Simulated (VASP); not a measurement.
# Hg2Se (R-3m) in VASP: a series of runs

Runs on Hg2Se. Level: PBE. Tasks: single point.

Everything below comes from runs of VASP 6.6.1. Logs are shortened: lines on timing, memory, paths and dates and some standing lists are left out, and cuts for length are marked.

### 1 The cell of the first run

The structure is trigonal, space group R-3m (No. 166). The conventional cell has a = 3.922 Å, b = 3.922 Å, c = 17.768 Å, α = 90.00°, β = 90.00°, γ = 120.00°. Hg (site symmetry 3m) has 3 Se at 2.71 Å and 12 Hg at 3.73 to 3.92 Å within 4.0 Å. Within 3.6 Å of Se (site symmetry -3m) lie 6 Hg at 2.71 Å.

### 2 Single point, PBE

The input, INCAR:

```
PREC     = Accurate       # precision mode
ENCUT    = 520            # plane-wave cutoff, eV
EDIFF    = 1E-6           # SCF threshold, eV
ISMEAR   = 0              # smearing method
SIGMA    = 0.1            # smearing width, eV
LREAL    = F              # projectors in reciprocal space
LASPH    = T              # aspherical terms in the spheres
NELM     = 60             # most SCF steps
ALGO     = Normal         # electronic algorithm
ISIF     = 2              # what is computed and relaxed
LWAVE    = F              # write WAVECAR
LCHARG   = F              # write CHGCAR
GGA      = PE             # functional
NBANDS   = 22             # bands
```

The input, KPOINTS:

```
regular mesh
0
Gamma
  6 6 6
```

The input, POSCAR:

```
Hg2Se
1.0
    1.9610043613      1.1321863959      5.9227348213
   -1.9610043613      1.1321863959      5.9227348213
    0.0000000000     -2.2643727917      5.9227348213
Hg Se
2 1
Direct
    0.7500000000      0.7500000000      0.7500000000
    0.2500000000      0.2500000000      0.2500000000
    0.0000000000      0.0000000000      0.0000000000
```

Potentials or basis: VASP PAW PBE potentials, release 64 (Hg, Se).

Command:

```sh
cat potpaw_PBE.64/Hg/POTCAR potpaw_PBE.64/Se/POTCAR > POTCAR
mpirun -np 1 vasp_std > vasp.out
```

OUTCAR:

```text
PREC = Accurate
   ENCUT = 520
   EDIFF = 1E-6
   ISMEAR = 0
   LREAL = F
   LASPH = T
   NELM = 60
   ISIF = 2
   GGA = PE

 ion  position               nearest neighbor table
   1  0.750  0.750  0.750-   3 2.71   3 2.71   3 2.71   2 3.73   2 3.73   2 3.73   2 3.73   2 3.73
                             2 3.73
   2  0.250  0.250  0.250-   3 2.71   3 2.71   3 2.71   1 3.73   1 3.73   1 3.73   1 3.73   1 3.73
                             1 3.73
   3  0.000  0.000  0.000-   1 2.71   2 2.71   1 2.71   1 2.71   2 2.71   2 2.71

  LATTYP: Found a trigonal (rhomboedric) cell.
 ALAT       =     6.3408336915
 COS(alpha) =     0.8087090652

  Lattice vectors:

 A1 = (   1.9610043613,   1.1321863959,   5.9227348213)
 A2 = (  -1.9610043613,   1.1321863959,   5.9227348213)
 A3 = (   0.0000000000,  -2.2643727917,   5.9227348213)

Analysis of symmetry for initial positions (statically):
=====================================================================
 Subroutine PRICEL returns:
 Original cell was already a primitive cell.

 Routine SETGRP: Setting up the symmetry group for a
 trigonal (rhombohedral) supercell.

 Subroutine GETGRP returns: Found 12 space group operations
 (whereof 12 operations were pure point group operations)
 out of a pool of 12 trial point group operations.

The static configuration has the point symmetry D_3d.

Analysis of symmetry for dynamics (positions and initial velocities):
=====================================================================
 Subroutine PRICEL returns:
 Original cell was already a primitive cell.

 Routine SETGRP: Setting up the symmetry group for a
 trigonal (rhombohedral) supercell.

 Subroutine GETGRP returns: Found 12 space group operations
 (whereof 12 operations were pure point group operations)
 out of a pool of 12 trial point group operations.

The dynamic configuration has the point symmetry D_3d.

 Subroutine INISYM returns: Found 12 space group operations
 (whereof 12 operations are pure point group operations),
 and found     1 'primitive' translations

----------------------------------------------------------------------------------------

                                     Primitive cell

  volume of cell :      78.8987

  direct lattice vectors                    reciprocal lattice vectors
     1.961004361  1.132186396  5.922734821     0.254971386  0.147207798  0.056280307
    -1.961004361  1.132186396  5.922734821    -0.254971386  0.147207798  0.056280307
     0.000000000 -2.264372792  5.922734821     0.000000000 -0.294415597  0.056280307

  length of vectors
     6.340833692  6.340833692  6.340833691     0.299746587  0.299746587  0.299746587

  position of ions in fractional coordinates (direct lattice)
     0.750000000  0.750000000  0.750000000
     0.250000000  0.250000000  0.250000000
     0.000000000  0.000000000  0.000000000

  ion indices of the primitive-cell ions
   primitive index   ion index
                 1           1
                 2           2
                 3           3

----------------------------------------------------------------------------------------

 KPOINTS: regular mesh

Automatic generation of k-mesh.
 Grid dimensions read from file:
 generate k-points for:    6    6    6

 Generating k-lattice:

  Cartesian coordinates                     Fractional coordinates (reciprocal lattice)
     0.042495231  0.024534633  0.009380051     0.166666667 -0.000000000 -0.000000000
    -0.042495231  0.024534633  0.009380051    -0.000000000  0.166666667 -0.000000000
     0.000000000 -0.049069266  0.009380051    -0.000000000 -0.000000000  0.166666667

  Length of vectors
     0.049957765  0.049957765  0.049957765

  Shift w.r.t. Gamma in fractional coordinates (k-lattice)
     0.000000000  0.000000000  0.000000000

 Subroutine IBZKPT returns following result:
 ===========================================

 Found     32 irreducible k-points:

 Following reciprocal coordinates:
            Coordinates               Weight
  0.000000  0.000000  0.000000      1.000000
  0.166667 -0.000000 -0.000000      6.000000
  0.333333 -0.000000 -0.000000      6.000000
  0.500000  0.000000 -0.000000      3.000000
  0.166667  0.166667 -0.000000      6.000000
  0.333333  0.166667 -0.000000     12.000000
[... 16 lines left out ...]
  0.500000  0.500000  0.166667      6.000000
 -0.333333  0.500000  0.166667     12.000000
 [... further k-points ...]
   k-points           NKPTS =     32   k-points in BZ     NKDIM =     32   number of bands    NBANDS=     22
   number of dos      NEDOS =    301   number of ions     NIONS =      3
   total plane-waves  NPLWV = 110592
   dimension x,y,z NGX =    48 NGY =   48 NGZ =   48
   dimension x,y,z NGXF=    96 NGYF=   96 NGZF=   96
   ions per type =               2   1
   NGX,Y,Z   is equivalent  to a cutoff of  12.58, 12.58, 12.58 a.u.
   NGXF,Y,Z  is equivalent  to a cutoff of  25.17, 25.17, 25.17 a.u.
 SYSTEM =  unknown system
   PREC   = accura    normal or accurate (medium, high low for compatibility)
   ISTART =      0    job   : 0-new  1-cont  2-samecut
   ICHARG =      2    charge: 1-file 2-atom 10-const
   ISPIN  =      1    spin polarized calculation?
   LNONCOLLINEAR =      F non collinear calculations
   LSORBIT =      F    spin-orbit coupling
   LASPH  =      T    aspherical Exc in radial PAW
   ENCUT  =  520.0 eV  38.22 Ry    6.18 a.u.  11.79 11.79 11.79*2*pi/ulx,y,z
   NELM   =     60;   NELMIN=  2; NELMDL= -5     # of ELM steps
   EDIFF  = 0.1E-05   stopping-criterion for ELM
   LREAL  =      F    real-space projection
   EDIFFG = 0.1E-04   stopping-criterion for IOM
   NSW    =      0    number of steps for IOM
   IBRION =     -1    ionic relax: 0-MD 1-quasi-New 2-CG
   NFREE  =      0    steps in history (QN), initial steepest desc. (CG)
   ISIF   =      2    stress and relaxation
   ISYM   =      2    0-nonsym 1-usesym 2-fastsym
   POTIM  = 0.5000    time-step for ionic-motion
   TEBEG  =    0.0;   TEEND  =   0.0 temperature during run
   PSTRESS=    0.0 pullay stress
   NELECT =      30.0000    total number of electrons
   NUPDOWN=      -1.0000    fix difference up-down
   EMIN   =  10.00;   EMAX   =-10.00  energy-range for DOS
   EFERMI =   0.00;   METHOD = LEGACY
   ISMEAR =     0;   SIGMA  =   0.10  broadening in eV -4-tet -1-fermi 0-gaus
   EFERMI_NEDOS =   21; number of points for ismear=-14 and -15
   IALGO  =     38    algorithm
   IMIX   =      4    mixing-type and parameters
     AMIX     =   0.40;   BMIX     =  1.00
     AMIX_MAG =   1.60;   BMIX_MAG =  1.00
  volume/ion in A,a.u.               =      26.30       177.48
  Fermi-wavevector in a.u.,A,eV,Ry     =   1.186020  2.241252 19.138536  1.406643
  Thomas-Fermi vector in A             =   2.322201
   LORBIT       =      0    0 simple, 1 ext, 2 COOP (PROOUT), +10 PAW based schemes
   GGA     = PE    functional components
   LHFCALC =     F    Hartree Fock is set to
   AEXX    =    0.0000 exact exchange contribution
   IVDW    =     0    specifies the selected vdW correction
   LEPSILON=     F    determine dielectric tensor
   LRPA    =     F    only Hartree local field effects (RPA)
 non-spin polarized calculation
 Gauss-broadening in eV      SIGMA  =   0.10
  energy-cutoff  :      520.00
  volume of cell :       78.90
 maximum number of plane-waves:      2164
   NGX = 23   NGY = 23   NGZ = 23

 number of electron      29.9999998 magnetization

 Free energy of the ion-electron system (eV)
  ---------------------------------------------------
  ext. energy  EPLUGINS =         0.00000000
  ---------------------------------------------------
  free energy    TOTEN  =        -2.98886422 eV

  energy without entropy =       -2.97631005  energy(sigma->0) =       -2.98258714

 E-fermi :   2.1782     XC(G=0):  -9.7338

 val. band max:        2.1713771009   @ k =  -0.1667   0.3333   0.1667
 cond. band min:       2.1962316404   @ k =  -0.1667   0.1667   0.1667
 fundamental gap:      0.0248545395
 Fermi energy:         2.1781510123

 k-point     1 :       0.0000    0.0000    0.0000
  band No.  band energies     occupation
      1     -11.8754      2.00000
      2      -5.1134      2.00000
      3      -4.8827      2.00000
      4      -4.8827      2.00000
      5      -4.3799      2.00000
      6      -4.3799      2.00000
[... 14 lines left out ...]
     21      12.2114      0.00000
     22      12.2114      0.00000

 k-point     2 :       0.1667   -0.0000   -0.0000
  band No.  band energies     occupation
      1     -11.7300      2.00000
      2      -4.9846      2.00000
      3      -4.9564      2.00000
      4      -4.8475      2.00000
      5      -4.3876      2.00000
      6      -4.3260      2.00000
[... 14 lines left out ...]
     21      10.8804      0.00000
     22      11.5775      0.00000

 k-point     3 :       0.3333   -0.0000   -0.0000
  band No.  band energies     occupation
      1     -11.4157      2.00000
      2      -5.0667      2.00000
      3      -4.8569      2.00000
      4      -4.8099      2.00000
      5      -4.4248      2.00000
      6      -4.2186      2.00000
[... 14 lines left out ...]
     21      10.3464      0.00000
     22      11.5766      0.00000

 k-point     4 :       0.5000    0.0000   -0.0000
  band No.  band energies     occupation
      1     -11.2445      2.00000
      2      -5.0899      2.00000
      3      -4.8906      2.00000
      4      -4.8060      2.00000
      5      -4.4544      2.00000
      6      -4.1673      2.00000
[... 14 lines left out ...]
     21      11.6788      0.00000
     22      12.6313      0.00000

 k-point     5 :       0.1667    0.1667   -0.0000
  band No.  band energies     occupation
      1     -11.7277      2.00000
      2      -5.0272      2.00000
      3      -4.9369      2.00000
      4      -4.8345      2.00000
      5      -4.3569      2.00000
      6      -4.3509      2.00000
[... 417 lines left out ...]
 k-point    22 :      -0.1667    0.3333    0.1667
  band No.  band energies     occupation
      1     -11.2476      2.00000
      2      -5.1606      2.00000
      3      -4.9064      2.00000
      4      -4.7709      2.00000
      5      -4.4337      2.00000
      6      -4.1968      2.00000
[... 14 lines left out ...]
     21      10.2459      0.00000
     22      10.5228      0.00000

 k-point    23 :       0.5000    0.5000    0.1667
  band No.  band energies     occupation
      1     -11.4055      2.00000
      2      -5.1864      2.00000
      3      -4.8718      2.00000
      4      -4.7755      2.00000
      5      -4.5586      2.00000
      6      -4.1592      2.00000
[... 14 lines left out ...]
     21       9.9010      0.00000
     22      10.8440      0.00000

 k-point    24 :      -0.3333    0.5000    0.1667
  band No.  band energies     occupation
      1     -11.2436      2.00000
      2      -5.1477      2.00000
      3      -4.9824      2.00000
      4      -4.7435      2.00000
      5      -4.5045      2.00000
      6      -4.2076      2.00000
[... 14 lines left out ...]
     21      10.1129      0.00000
     22      11.2348      0.00000

 [... further k-points ...]
[... 5 lines left out ...]
  --------------------------------------------------------------------------------------
  -------------------------------------------------------------------------------------
  Total        5.1694517      5.1694517      2.0005199      0.0000000      0.0000000      0.0000000
  in kB      104.9747938    104.9747938     40.6240686      0.0000000      0.0000000      0.0000000
  external PRESSURE =      83.5245521 kB  Pullay stress =       0.0000000 kB

 VOLUME and BASIS-vectors are now :
 -----------------------------------------------------------------------------
  energy-cutoff  :      520.00
  volume of cell :       78.90
      direct lattice vectors                 reciprocal lattice vectors
     1.961004361  1.132186396  5.922734821     0.254971386  0.147207798  0.056280307
    -1.961004361  1.132186396  5.922734821    -0.254971386  0.147207798  0.056280307
     0.000000000 -2.264372792  5.922734821     0.000000000 -0.294415597  0.056280307

 POSITION                                       TOTAL-FORCE (eV/Angst)
 -----------------------------------------------------------------------------------
      0.00000      0.00000     13.32615         0.000000      0.000000      1.470553
      0.00000      0.00000      4.44205         0.000000     -0.000000     -1.470553
      0.00000      0.00000      0.00000         0.000000     -0.000000      0.000000
 -----------------------------------------------------------------------------------
    total drift:                               -0.000000      0.000000     -0.000000

  FREE ENERGIE OF THE ION-ELECTRON SYSTEM (eV)
  ---------------------------------------------------
  free  energy   TOTEN  =        -2.9888642214 eV

  energy  without entropy=       -2.9763100524  energy(sigma->0) =       -2.98258714
```

Run time: 63 s. Hardware: 1 thread of AMD EPYC 9R45 (Zen 5), shared host; peak memory 0.3 GiB.

What came out:

```yaml
Free_energy: -2.9889 eV
Pressure: 8.4 GPa
Largest_force: 1.471 eV/Å
Band_gap_on_the_k_mesh: zero (bands 15 and 16 overlap by 0.57 eV)
```

Forces on the atoms (eV/Å):
```
Hg   0.000  0.000  1.471
Hg   0.000  0.000 -1.471
Se   0.000  0.000  0.000
```

Stress tensor (GPa, compression positive):
```
10.50  0.00  0.00
 0.00 10.50  0.00
 0.00  0.00  4.06
```

Levels at points of the mesh, in eV from the Fermi level:
```csv
k point,band 11,band 12,band 13,band 14,band 15,band 16,band 17,band 18,band 19,band 20
"(0.00, 0.00, 0.00)",-6.05,-4.45,-3.88,-0.42,-0.42,2.27,3.27,5.92,5.92,9.55
"(0.50, 0.00, 0.00)",-5.70,-5.35,-2.69,-2.48,-1.35,1.83,2.77,3.93,5.10,5.41
"(0.50, 0.50, 0.00)",-5.93,-5.13,-2.98,-2.00,-1.60,0.92,1.69,6.57,7.06,7.06
"(0.50, 0.50, 0.50)",-6.26,-5.73,-1.25,-0.43,-0.43,0.23,5.20,6.40,6.40,7.17
```

Caveat: the cell stands under pressure; semilocal functionals underestimate gaps, so a narrow gap can read as zero; spin-orbit coupling is left out, which moves the levels of the heavy elements; forces of over 1 eV/Å act on the atoms, so gaps and moduli don't describe the material at rest.

[end of part 1 of 2]
